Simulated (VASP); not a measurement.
Input of a VASP 6.6.1 run:

File INCAR:

```
PREC = Accurate
ENCUT = 600
EDIFF = 1E-6
ISMEAR = -1
SIGMA = 0.08
LREAL = F
LASPH = T
NELM = 120
ALGO = Normal
ISIF = 2
LWAVE = F
LCHARG = F
GGA = PS
NBANDS = 11
GGA_COMPAT = F
```

KPOINTS

```
regular mesh
0
Gamma
  12 12 12
```

The input POSCAR:

```
MgS
1.0
    0.0000000000      2.5909610223      2.5909610223
    2.5909610223      0.0000000000      2.5909610223
    2.5909610223      2.5909610223      0.0000000000
Mg S
1 1
Direct
    0.0000000000      0.0000000000      0.0000000000
    0.5000000000      0.5000000000      0.5000000000
```

Potentials or basis: VASP PAW PBE potentials, release 64 (Mg, S).

Command:

```sh
$ cat potpaw_PBE.64/Mg/POTCAR potpaw_PBE.64/S/POTCAR > POTCAR
$ mpirun -np 1 vasp_std > vasp.out
```

(1) Predict the pressure.

(2) What does it give for the band gap on the k mesh?

## Answers

(1) -0.2 GPa.

(2) 2.73 eV, indirect (least direct gap 3.69 eV).

Caveat: the PAW data sets were made with another functional, which shifts forces and pressure a little.
